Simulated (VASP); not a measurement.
# GePt (Pnma) in VASP: a series of runs

The runs below take GePt through single point, relaxation of cell and atoms, with PBE.

All numbers are computed with VASP 6.6.1; they aren't measurements. Logs are shortened: lines on timing, memory, paths and dates and some standing lists are left out, and cuts for length are marked.

### 1 The cell of the first run

Symmetry: Pnma, No. 62, orthorhombic system. The conventional cell has a = 5.838 Å, b = 3.740 Å, c = 6.174 Å, α = 90.00°, β = 90.00°, γ = 90.00°. Ge (site symmetry m) has 6 Pt at 2.51 to 2.71 Å and 2 Ge at 3.06 Å within 3.3 Å. Within 3.3 Å of Pt (site symmetry m) lie 6 Ge at 2.51 to 2.71 Å and 4 Pt at 3.01 to 3.02 Å.

### 2 Single point, PBE

Contents of INCAR:

```
  PREC = Accurate
  ENCUT = 520
  EDIFF = 1E-7
  ISMEAR = 0
  SIGMA = 0.05
  LREAL = F
  LASPH = T
  NELM = 100
  ALGO = Normal
  ISIF = 2
  LWAVE = F
  LCHARG = T
  GGA = PE
  LELF = T
  LVHAR = T
  NBANDS = 58
```

Contents of KPOINTS:

```
regular mesh
0
Gamma
  4 6 4
```

Contents of POSCAR:

```
GePt
1.0
    5.8379002931      0.0000000000      0.0000000000
    0.0000000000      3.7403298846      0.0000000000
    0.0000000000      0.0000000000      6.1736398274
Ge Pt
4 4
Direct
    0.1858813981      0.2500000000      0.5878091095
    0.3141186019      0.7500000000      0.0878091095
    0.6858813981      0.2500000000      0.9121908905
    0.8141186019      0.7500000000      0.4121908905
    0.9977390706      0.2500000000      0.1921638369
    0.5022609294      0.7500000000      0.6921638369
    0.4977390706      0.2500000000      0.3078361631
    0.0022609294      0.7500000000      0.8078361631
```

Potentials or basis: VASP PAW PBE potentials, release 64 (Ge_d, Pt).

Command:

```sh
cat potpaw_PBE.64/Ge_d/POTCAR potpaw_PBE.64/Pt/POTCAR > POTCAR
mpirun -np 1 vasp_std > vasp.out
```

OUTCAR:

```text
PREC = Accurate
   ENCUT = 520
   EDIFF = 1E-7
   ISMEAR = 0
   LREAL = F
   LASPH = T
   NELM = 100
   ISIF = 2
   GGA = PE

 ion  position               nearest neighbor table
   1  0.186  0.250  0.588-   7 2.51   8 2.55   8 2.55   5 2.68   6 2.71   6 2.71
   2  0.314  0.750  0.088-   8 2.51   7 2.55   7 2.55   6 2.68   5 2.71   5 2.71
   3  0.686  0.250  0.912-   5 2.51   6 2.55   6 2.55   7 2.68   8 2.71   8 2.71
   4  0.814  0.750  0.412-   6 2.51   5 2.55   5 2.55   8 2.68   7 2.71   7 2.71
   5  0.998  0.250  0.192-   3 2.51   4 2.55   4 2.55   1 2.68   2 2.71   2 2.71   7 3.01   7 3.01
                             8 3.02   8 3.02
   6  0.502  0.750  0.692-   4 2.51   3 2.55   3 2.55   2 2.68   1 2.71   1 2.71   8 3.01   8 3.01
                             7 3.02   7 3.02
   7  0.498  0.250  0.308-   1 2.51   2 2.55   2 2.55   3 2.68   4 2.71   4 2.71   5 3.01   5 3.01
                             6 3.02   6 3.02
   8  0.002  0.750  0.808-   2 2.51   1 2.55   1 2.55   4 2.68   3 2.71   3 2.71   6 3.01   6 3.01
                             5 3.02   5 3.02

  LATTYP: Found a simple orthorhombic cell.
 ALAT       =     3.7403298846
 B/A-ratio  =     1.5607982379
 C/A-ratio  =     1.6505602495

  Lattice vectors:

 A1 = (   0.0000000000,  -3.7403298846,   0.0000000000)
 A2 = (   5.8379002931,   0.0000000000,   0.0000000000)
 A3 = (   0.0000000000,   0.0000000000,   6.1736398274)

Analysis of symmetry for initial positions (statically):
=====================================================================
 Subroutine PRICEL returns:
 Original cell was already a primitive cell.

 Routine SETGRP: Setting up the symmetry group for a
 simple orthorhombic supercell.

 Subroutine GETGRP returns: Found  8 space group operations
 (whereof  2 operations were pure point group operations)
 out of a pool of  8 trial point group operations.

The static configuration has the point symmetry S_2 .
 The point group associated with its full space group is D_2h.

Analysis of symmetry for dynamics (positions and initial velocities):
=====================================================================
 Subroutine PRICEL returns:
 Original cell was already a primitive cell.

 Routine SETGRP: Setting up the symmetry group for a
 simple orthorhombic supercell.

 Subroutine GETGRP returns: Found  8 space group operations
 (whereof  2 operations were pure point group operations)
 out of a pool of  8 trial point group operations.

The dynamic configuration has the point symmetry S_2 .
 The point group associated with its full space group is D_2h.

 Subroutine INISYM returns: Found  8 space group operations
 (whereof  2 operations are pure point group operations),
 and found     1 'primitive' translations

----------------------------------------------------------------------------------------

                                     Primitive cell

  volume of cell :     134.8056

  direct lattice vectors                    reciprocal lattice vectors
     5.837900293  0.000000000  0.000000000     0.171294464  0.000000000  0.000000000
     0.000000000  3.740329885  0.000000000     0.000000000  0.267356097  0.000000000
     0.000000000  0.000000000  6.173639827     0.000000000  0.000000000  0.161978999

  length of vectors
     5.837900293  3.740329885  6.173639827     0.171294464  0.267356097  0.161978999

  position of ions in fractional coordinates (direct lattice)
     0.185881398  0.250000000  0.587809110
     0.314118602  0.750000000  0.087809110
     0.685881398  0.250000000  0.912190890
     0.814118602  0.750000000  0.412190890
     0.997739071  0.250000000  0.192163837
     0.502260929  0.750000000  0.692163837
     0.497739071  0.250000000  0.307836163
     0.002260929  0.750000000  0.807836163

  ion indices of the primitive-cell ions
   primitive index   ion index
                 1           1
                 2           2
                 3           3
                 4           4
                 5           5
                 6           6
                 7           7
                 8           8

----------------------------------------------------------------------------------------

 KPOINTS: regular mesh

Automatic generation of k-mesh.
 Grid dimensions read from file:
 generate k-points for:    4    6    4

 Generating k-lattice:

  Cartesian coordinates                     Fractional coordinates (reciprocal lattice)
     0.042823616  0.000000000  0.000000000     0.250000000  0.000000000  0.000000000
     0.000000000  0.044559350  0.000000000     0.000000000  0.166666667  0.000000000
     0.000000000  0.000000000  0.040494750     0.000000000  0.000000000  0.250000000

  Length of vectors
     0.042823616  0.044559350  0.040494750

  Shift w.r.t. Gamma in fractional coordinates (k-lattice)
     0.000000000  0.000000000  0.000000000

 Subroutine IBZKPT returns following result:
 ===========================================

 Found     36 irreducible k-points:

 Following reciprocal coordinates:
            Coordinates               Weight
  0.000000  0.000000  0.000000      1.000000
  0.250000  0.000000  0.000000      2.000000
  0.500000  0.000000  0.000000      1.000000
  0.000000  0.166667  0.000000      2.000000
  0.250000  0.166667  0.000000      4.000000
  0.500000  0.166667  0.000000      2.000000
[... 16 lines left out ...]
  0.250000  0.500000  0.250000      4.000000
  0.500000  0.500000  0.250000      2.000000
 [... further k-points ...]
   k-points           NKPTS =     36   k-points in BZ     NKDIM =     36   number of bands    NBANDS=     58
   number of dos      NEDOS =    301   number of ions     NIONS =      8
   total plane-waves  NPLWV =  64512
   dimension x,y,z NGX =    48 NGY =   28 NGZ =   48
   dimension x,y,z NGXF=    96 NGYF=   56 NGZF=   96
   ions per type =               4   4
   NGX,Y,Z   is equivalent  to a cutoff of  13.67, 12.45, 12.93 a.u.
   NGXF,Y,Z  is equivalent  to a cutoff of  27.34, 24.89, 25.85 a.u.
 SYSTEM =  unknown system
   PREC   = accura    normal or accurate (medium, high low for compatibility)
   ISTART =      0    job   : 0-new  1-cont  2-samecut
   ICHARG =      2    charge: 1-file 2-atom 10-const
   ISPIN  =      1    spin polarized calculation?
   LNONCOLLINEAR =      F non collinear calculations
   LSORBIT =      F    spin-orbit coupling
   LASPH  =      T    aspherical Exc in radial PAW
   ENCUT  =  520.0 eV  38.22 Ry    6.18 a.u.  10.85  6.95 11.48*2*pi/ulx,y,z
   NELM   =    100;   NELMIN=  2; NELMDL= -5     # of ELM steps
   EDIFF  = 0.1E-06   stopping-criterion for ELM
   LREAL  =      F    real-space projection
   EDIFFG = 0.1E-05   stopping-criterion for IOM
   NSW    =      0    number of steps for IOM
   IBRION =     -1    ionic relax: 0-MD 1-quasi-New 2-CG
   NFREE  =      0    steps in history (QN), initial steepest desc. (CG)
   ISIF   =      2    stress and relaxation
   ISYM   =      2    0-nonsym 1-usesym 2-fastsym
   POTIM  = 0.5000    time-step for ionic-motion
   TEBEG  =    0.0;   TEEND  =   0.0 temperature during run
   PSTRESS=    0.0 pullay stress
   NELECT =      96.0000    total number of electrons
   NUPDOWN=      -1.0000    fix difference up-down
   EMIN   =  10.00;   EMAX   =-10.00  energy-range for DOS
   EFERMI =   0.00;   METHOD = LEGACY
   ISMEAR =     0;   SIGMA  =   0.05  broadening in eV -4-tet -1-fermi 0-gaus
   EFERMI_NEDOS =   21; number of points for ismear=-14 and -15
   IALGO  =     38    algorithm
   IMIX   =      4    mixing-type and parameters
     AMIX     =   0.40;   BMIX     =  1.00
     AMIX_MAG =   1.60;   BMIX_MAG =  1.00
  volume/ion in A,a.u.               =      16.85       113.71
  Fermi-wavevector in a.u.,A,eV,Ry     =   1.461939  2.762664 29.079269  2.137266
  Thomas-Fermi vector in A             =   2.578211
   LORBIT       =      0    0 simple, 1 ext, 2 COOP (PROOUT), +10 PAW based schemes
   GGA     = PE    functional components
   LHFCALC =     F    Hartree Fock is set to
   AEXX    =    0.0000 exact exchange contribution
   IVDW    =     0    specifies the selected vdW correction
   LEPSILON=     F    determine dielectric tensor
   LRPA    =     F    only Hartree local field effects (RPA)
 non-spin polarized calculation
 Gauss-broadening in eV      SIGMA  =   0.05
  energy-cutoff  :      520.00
  volume of cell :      134.81
 maximum number of plane-waves:      3660
 NGX is ok and might be reduce to    48
   NGX = 21   NGY = 13   NGZ = 23

 number of electron      95.9999966 magnetization

 Free energy of the ion-electron system (eV)
  ---------------------------------------------------
  ext. energy  EPLUGINS =         0.00000000
  ---------------------------------------------------
  free energy    TOTEN  =       -46.19461761 eV

  energy without entropy =      -46.18939750  energy(sigma->0) =      -46.19200755

 E-fermi :   9.0907     XC(G=0): -12.2231

 val. band max:        9.0702542072   @ k =   0.5000   0.0000   0.0000
 cond. band min:       9.0914941430   @ k =   0.0000   0.0000   0.5000
 fundamental gap:      0.0212399358
 Fermi energy:         9.0907441550

 k-point     1 :       0.0000    0.0000    0.0000
  band No.  band energies     occupation
      1     -16.0071      2.00000
      2     -16.0000      2.00000
      3     -15.9999      2.00000
      4     -15.9972      2.00000
      5     -15.9862      2.00000
      6     -15.9764      2.00000
[... 50 lines left out ...]
     57      14.1856      0.00000
     58      14.5537      0.00000

 k-point     2 :       0.2500    0.0000    0.0000
  band No.  band energies     occupation
      1     -16.0058      2.00000
      2     -16.0007      2.00000
      3     -15.9989      2.00000
      4     -15.9970      2.00000
      5     -15.9853      2.00000
      6     -15.9781      2.00000
[... 50 lines left out ...]
     57      14.0888      0.00000
     58      14.6693      0.00000

 k-point     3 :       0.5000    0.0000    0.0000
  band No.  band energies     occupation
      1     -16.0031      2.00000
      2     -16.0031      2.00000
      3     -15.9973      2.00000
      4     -15.9973      2.00000
      5     -15.9822      2.00000
      6     -15.9822      2.00000
[... 1216 lines left out ...]
      3     -15.9956      2.00000
      4     -15.9956      2.00000
      5     -15.9805      2.00000
      6     -15.9805      2.00000
[... 50 lines left out ...]
     57      14.9100      0.00000
     58      14.9101      0.00000

 k-point    24 :       0.5000    0.5000    0.2500
  band No.  band energies     occupation
      1     -15.9954      2.00000
      2     -15.9954      2.00000
      3     -15.9954      2.00000
      4     -15.9954      2.00000
      5     -15.9775      2.00000
      6     -15.9775      2.00000
[... 50 lines left out ...]
     57      14.1778      0.00000
     58      14.1778      0.00000

 [... further k-points ...]

------------------------ aborting loop because EDIFF is reached ----------------------------------------

  FORCE on cell =-STRESS in cart. coord.  units (eV):
  Direction    XX          YY          ZZ          XY          YZ          ZX
  --------------------------------------------------------------------------------------
  -------------------------------------------------------------------------------------
  Total        0.0845458      0.0939180      0.0048762      0.0000000      0.0000000      0.0000000
  in kB        1.0048356      1.1162240      0.0579537      0.0000000      0.0000000      0.0000000
  external PRESSURE =       0.7263378 kB  Pullay stress =       0.0000000 kB

 VOLUME and BASIS-vectors are now :
 -----------------------------------------------------------------------------
  energy-cutoff  :      520.00
  volume of cell :      134.81
      direct lattice vectors                 reciprocal lattice vectors
     5.837900293  0.000000000  0.000000000     0.171294464  0.000000000  0.000000000
     0.000000000  3.740329885  0.000000000     0.000000000  0.267356097  0.000000000
     0.000000000  0.000000000  6.173639827     0.000000000  0.000000000  0.161978999

 POSITION                                       TOTAL-FORCE (eV/Angst)
 -----------------------------------------------------------------------------------
      1.08516      0.93508      3.62892        -0.010019      0.000000     -0.013243
      1.83379      2.80525      0.54210         0.010019     -0.000000     -0.013243
      4.00411      0.93508      5.63154        -0.010019      0.000000      0.013243
      4.75274      2.80525      2.54472         0.010019      0.000000      0.013243
      5.82470      0.93508      1.18635         0.012863     -0.000000      0.009554
      2.93215      2.80525      4.27317        -0.012863     -0.000000      0.009554
      2.90575      0.93508      1.90047         0.012863     -0.000000     -0.009554
      0.01320      2.80525      4.98729        -0.012863     -0.000000     -0.009554
 -----------------------------------------------------------------------------------
    total drift:                                0.000000      0.000000     -0.000000

  FREE ENERGIE OF THE ION-ELECTRON SYSTEM (eV)
  ---------------------------------------------------
  free  energy   TOTEN  =       -46.1946176083 eV

  energy  without entropy=      -46.1893974999  energy(sigma->0) =      -46.19200755
```

It took 4.1 min on 1 thread of Intel Xeon Platinum 8259CL at 2.50GHz (Skylake/Cascade Lake), shared host; peak memory 0.37 GiB.

Results:

| Item | Value |
| --- | --- |
| Free energy | -46.1946 eV |
| Pressure | 0.1 GPa |
| Largest force | 0.017 eV/Å |
| Band gap on the k mesh | zero (band 48 reaches 9.79 eV, above the bottom of band 49 at 8.65 eV) |

Forces on the atoms (eV/Å):
```
Ge  -0.010  0.000 -0.013
Ge   0.010  0.000 -0.013
Ge  -0.010  0.000  0.013
Ge   0.010  0.000  0.013
Pt   0.013  0.000  0.010
Pt  -0.013  0.000  0.010
Pt   0.013  0.000 -0.010
Pt  -0.013  0.000 -0.010
```

Stress tensor (GPa, compression positive):
```
0.10 0.00 0.00
0.00 0.11 0.00
0.00 0.00 0.01
```

Caveat: spin-orbit coupling is left out, which moves the levels of the heavy elements.

### 3 Relaxation of cell and atoms, PBE

This run uses another cell than the first one, of 16.08 Å³/atom, 0.954 times its volume.

Contents of INCAR:

```
PREC = Accurate
ENCUT = 600
EDIFF = 1E-6
ISMEAR = 0
SIGMA = 0.05
LREAL = F
LASPH = T
NELM = 100
ALGO = Normal
ISIF = 3
LWAVE = F
LCHARG = F
GGA = PE
IBRION = 2
NSW = 80
EDIFFG = -0.03
```

Contents of KPOINTS:

```
Automatic mesh
0
Gamma
  4 6 4
```

Contents of POSCAR:

```
GePt
1.0
    5.7190000000      0.0000000000      0.0000000000
    0.0000000000      3.6970000000      0.0000000000
    0.0000000000      0.0000000000      6.0840000000
Ge Pt
4 4
Direct
    0.1850000000      0.2500000000      0.5900000000
    0.3150000000      0.7500000000      0.0900000000
    0.6850000000      0.2500000000      0.9100000000
    0.8150000000      0.7500000000      0.4100000000
    0.9995000000      0.2500000000      0.1908000000
    0.5005000000      0.7500000000      0.6908000000
    0.4995000000      0.2500000000      0.3092000000
    0.0005000000      0.7500000000      0.8092000000
```

Potentials or basis: VASP PAW PBE potentials, release 64 (Ge_d, Pt).

Command:

```sh
cat potpaw_PBE.64/Ge_d/POTCAR potpaw_PBE.64/Pt/POTCAR > POTCAR
mpirun -np 1 vasp_std > vasp.out
```

Run time: 22 min. Hardware: 1 thread of Intel Xeon Platinum 8259CL at 2.50GHz (Skylake/Cascade Lake), shared host; peak memory 0.44 GiB.

It converged, with:

- Free energy: -46.1933 eV
- Relaxed volume: 16.85 Å³/atom
- Relaxed cell: a = 5.825 Å, b = 3.758 Å, c = 6.160 Å, α = 90.00°, β = 90.00°, γ = 90.00°
- Space group after relaxing (to 0.05 Å): Pnma (No. 62)
- Energy gained by relaxing: 19.3 meV/atom
- Ionic steps: 8
- Pressure after relaxing: 0.0 GPa
- Largest force after relaxing: 0.014 eV/Å
- Band gap on the k mesh: zero (band 48 reaches 9.81 eV, above the bottom of band 49 at 8.66 eV)

Forces on the atoms (eV/Å):
```
Ge   0.013  0.000 -0.006
Ge  -0.013  0.000 -0.006
Ge   0.013  0.000  0.006
Ge  -0.013  0.000  0.006
Pt  -0.009  0.000  0.006
Pt   0.009  0.000  0.006
Pt  -0.009  0.000 -0.006
Pt   0.009  0.000 -0.006
```

Stress tensor (GPa, compression positive):
```
 0.14  0.00  0.00
 0.00 -0.17  0.00
 0.00  0.00  0.17
```

The path:
```tsv
step	energy change (eV)	largest force (eV/Å)	pressure (GPa)	volume (Å³)
1	0.0000	0.1353	8.31	128.63
2	0.1761	0.2598	-9.53	144.80
3	-0.1513	0.0769	-0.17	134.81
4	-0.1513	0.0767	0.00	134.69
5	-0.1531	0.0514	0.03	134.72
6	-0.1539	0.0343	0.05	134.76
7	-0.1540	0.0306	0.01	134.77
8	-0.1546	0.0144	0.05	134.82
```

Final structure:
```
CELL_PARAMETERS angstrom
5.82454 0.00000 0.00000
0.00000 3.75772 0.00000
0.00000 0.00000 6.15962
ATOMIC_POSITIONS crystal
Ge 0.18502 0.25000 0.58836
Ge 0.31498 0.75000 0.08836
Ge 0.68502 0.25000 0.91164
Ge 0.81498 0.75000 0.41164
Pt 0.99880 0.25000 0.19185
Pt 0.50120 0.75000 0.69185
Pt 0.49880 0.25000 0.30815
Pt 0.00120 0.75000 0.80815
```

Levels at points of the mesh, in eV from the Fermi level:
| k point | band 46 | band 47 | band 48 | band 49 | band 50 | band 51 |
| --- | --- | --- | --- | --- | --- | --- |
| (0.00, 0.00, 0.00) | -1.33 | -1.32 | -0.87 | 0.67 | 0.80 | 3.00 |
| (0.50, 0.00, 0.00) | -2.32 | -0.01 | -0.01 | 1.33 | 1.33 | 2.23 |
| (0.00, 0.50, 0.00) | -2.40 | -1.47 | -1.47 | -0.12 | -0.12 | 2.04 |
| (0.50, 0.50, 0.00) | -1.78 | -1.78 | -1.78 | 0.60 | 0.60 | 0.60 |
| (0.00, 0.00, 0.50) | -1.71 | 0.02 | 0.02 | 1.11 | 1.11 | 1.82 |
| (0.50, 0.00, 0.50) | -1.26 | 0.72 | 0.72 | 1.75 | 1.75 | 2.63 |
| (0.00, 0.50, 0.50) | -2.34 | -2.01 | -2.01 | 0.50 | 0.50 | 0.97 |
| (0.50, 0.50, 0.50) | -2.33 | -2.33 | -2.33 | 2.41 | 2.41 | 2.41 |

Caveat: spin-orbit coupling is left out, which moves the levels of the heavy elements.
